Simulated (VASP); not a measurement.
Write the native input for VASP 6.6.1 that does the following.

| Item | Value |
| --- | --- |
| Task | single point |
| Functional | PBEsol |
| Potentials or basis | VASP PAW PBE potentials, release 64 (K_sv, Cl) |
| Cutoff | 520 eV |
| k mesh | 8 × 8 × 8 |
| Occupations | gaussian, width 0.01 eV |
| Spin | no spin polarisation |
| Dipole correction | no |
| Further INCAR settings | ALGO = Normal; EDIFF = 1e-06; NBANDS = 15 |

The structure of KCl (Sylvite) lies in POSCAR:

```
KCl
1.0
    0.0000000000      3.1464700000      3.1464700000
    3.1464700000      0.0000000000      3.1464700000
    3.1464700000      3.1464700000      0.0000000000
K Cl
1 1
Direct
    0.0000000000      0.0000000000      0.0000000000
    0.5000000000      0.5000000000      0.5000000000
```

These files were run (other wordings do the same):

INCAR

```
SYSTEM = KCl
PREC     = Accurate       ! precision mode
ENCUT    = 520            ! plane-wave cutoff, eV
EDIFF    = 1E-6           ! SCF threshold, eV
ISMEAR   = 0              ! smearing method
SIGMA    = 0.01           ! smearing width, eV
LREAL    = .FALSE.        ! projectors in reciprocal space
LASPH    = .TRUE.         ! aspherical terms in the spheres
NELM     = 100            ! most SCF steps
ALGO     = Normal         ! electronic algorithm
ISIF     = 2              ! what is computed and relaxed
LWAVE    = .FALSE.        ! write WAVECAR
LCHARG   = .FALSE.        ! write CHGCAR
GGA      = PS             ! functional
NBANDS   = 15             ! bands
```

KPOINTS

```
Automatic mesh
0
G
  8 8 8
  0 0 0
```

Potentials or basis: VASP PAW PBE potentials, release 64 (K_sv, Cl).

Command:

```console
$ cat potpaw_PBE.64/K_sv/POTCAR potpaw_PBE.64/Cl/POTCAR > POTCAR
$ mpirun -np 1 vasp_std > vasp.out
```

It gave:

The pressure is -0.4 GPa and the band gap on the k mesh is 5.02 eV, direct.

Caveat: the PAW data sets were made with another functional, which shifts forces and pressure a little.

Wall time 21 s on 1 thread of AMD EPYC 9R45 96-Core Processor (Zen 5), with other jobs on the host, peak memory 0.17 GiB.
